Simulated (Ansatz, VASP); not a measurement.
## One calculation of GaAs, two programs

The input INCAR:

```
PREC = Accurate
ENCUT = 520
EDIFF = 1E-6
ISMEAR = 0
SIGMA = 0.017
LREAL = F
LASPH = T
NELM = 100
ALGO = Normal
ISIF = 2
LWAVE = F
LCHARG = F
GGA = PE
NBANDS = 16
```

The input KPOINTS:

```
Automatic mesh
0
Gamma
  8 8 8
```

Contents of POSCAR:

```
GaAs
1.0
    0.0000000000      2.8268500000      2.8268500000
    2.8268500000      0.0000000000      2.8268500000
    2.8268500000      2.8268500000      0.0000000000
As Ga
1 1
Direct
    0.7500000000      0.7500000000      0.7500000000
    0.0000000000      0.0000000000      0.0000000000
```

Contents of input.yaml:

```yaml
crystal:
  lattice:
    - [0.0, 2.82685, 2.82685]
    - [2.82685, 0.0, 2.82685]
    - [2.82685, 2.82685, 0.0]
  atoms:
    - { symbol: As, position: [0.75, 0.75, 0.75] }
    - { symbol: Ga, position: [0.0, 0.0, 0.0] }
kpoints:
  mp_grid: { grid: [8, 8, 8] }
scf:
  occupations: { method: gaussian, width: 0.017 }
hamiltonian:
  xc: pbe
  pseudopotentials: { kind: all_electron, lapw: { basis_error: 0.001 } }
output:
  forces: true
  stress: true
  eigenvalues: true
```

Alike in both runs: task single point; functional PBE; k mesh 8 × 8 × 8; occupations gaussian, width 0.017 eV; no spin polarisation.

|  | VASP | Ansatz |
| --- | --- | --- |
| version | VASP 6.6.1 | Ansatz 0.2.0 |
| potentials or method | VASP PAW PBE potentials, release 64 (As, Ga_d), cutoff 520 eV | all-electron LAPW, scalar-relativistic |

Ansatz gave:

```
gap on the k mesh at the Fermi level (eV) : 0.52
least direct gap on the mesh (eV)         : 0.52
pressure (GPa)                            : 3.3
```

What did VASP give for the same quantities?

gap on the k mesh at the Fermi level (eV): 0.52; least direct gap on the mesh (eV): 0.52; pressure (GPa): 3.4.

Ansatz ran all-electron here, and VASP with PAW potentials.
